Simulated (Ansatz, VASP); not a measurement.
Two plane-wave programs on MgO

```
CELL_PARAMETERS angstrom
0.00000 2.28201 2.28201
2.28201 0.00000 2.28201
2.28201 2.28201 0.00000
ATOMIC_POSITIONS crystal
Mg 0.00000 0.00000 0.00000
O 0.25000 0.25000 0.25000
```

Alike in both runs: task single point; functional PBE-based screened hybrid; k mesh 4 × 4 × 4; no spin polarisation.

```csv
,VASP,Ansatz
version,VASP 6.6.1,Ansatz 0.2.0
potentials or method,"VASP PAW PBE potentials, release 64 (Mg, O)",plane waves
plane-wave cutoff (eV),520,420
occupations,"gaussian, width 0.01 eV",fixed
valence electrons in the cell,8,16
```

|  | VASP | Ansatz | Ansatz less VASP |
| --- | --- | --- | --- |
| gap on the k mesh at the Fermi level (eV) | 8.72 | 8.77 | +0.052 |
| pressure (GPa) | -6.8 | -7.0 | -0.23 |

VASP's potentials were made for PBE, not for PBE-based screened hybrid. VASP's potentials hold 8 valence electrons a cell and Ansatz's 16, so a difference there can come from the potentials and not from the codes. Ansatz's warnings: stress exchange threshold loose, stress scf threshold loose.

The k mesh is coarse, so the values compare programs but aren't converged.
